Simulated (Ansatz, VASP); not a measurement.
One calculation of MgS, two programs

```
CELL_PARAMETERS angstrom
4.02863 0.00000 0.00000
-2.01431 3.48889 0.00000
0.00000 0.00000 6.45439
ATOMIC_POSITIONS crystal
Mg 0.33333 0.66667 0.99713
Mg 0.66667 0.33333 0.49713
S 0.33333 0.66667 0.37787
S 0.66667 0.33333 0.87787
```

Alike in both runs: task single point; functional PBE; k mesh 6 × 6 × 4; no spin polarisation.

|  | VASP | Ansatz |
| --- | --- | --- |
| version | VASP 6.6.1 | Ansatz 0.2.0 |
| potentials or method | VASP PAW PBE potentials, release 64 (Mg, S) | plane waves, PAW |
| plane-wave cutoff (eV) | 520 | 420 |
| occupations | gaussian, width 0.01 eV | fixed |
| valence electrons in the cell | 16 | 32 |

```tsv
	VASP	Ansatz	Ansatz less VASP
gap on the k mesh at the Fermi level (eV)	3.47	3.47	+0.008
```

VASP's potentials hold 16 valence electrons a cell and Ansatz's 32, so a difference there can come from the potentials and not from the codes.
